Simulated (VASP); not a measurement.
A run of VASP 6.6.1:

File INCAR:

```
ALGO = Normal ; EDIFF = 1E-7
ENCUT = 520 ; GGA = PS
ISIF = 2 ; ISMEAR = -1
LASPH = T ; LCHARG = F
LREAL = F ; LWAVE = F
NBANDS = 12 ; NELM = 100
PREC = Accurate ; SIGMA = 0.15
```

The input KPOINTS:

```
k-points
0
Gamma
  12 12 12
```

POSCAR

```
Ta
1.0
   -1.6345992636      1.6345992636      1.6345992636
    1.6345992636     -1.6345992636      1.6345992636
    1.6345992636      1.6345992636     -1.6345992636
Ta
1
Direct
    0.0000000000      0.0000000000      0.0000000000
```

Potentials or basis: VASP PAW PBE potentials, release 64 (Ta_pv).

The run is started by

```bash
$ cat potpaw_PBE.64/Ta_pv/POTCAR > POTCAR
$ mpirun -np 1 vasp_std > vasp.out
```

Hardware: 1 thread of Intel(R) Xeon(R) Platinum 8375C CPU @ 2.90GHz (Ice Lake) (shared host).

Task: How long does it take, and how much memory?

Result: Run time: 14 s on 1 thread of Intel(R) Xeon(R) Platinum 8375C CPU @ 2.90GHz (Ice Lake) (shared host), peak memory 0.14 GiB. Counts: scf iterations 12, k points 72.
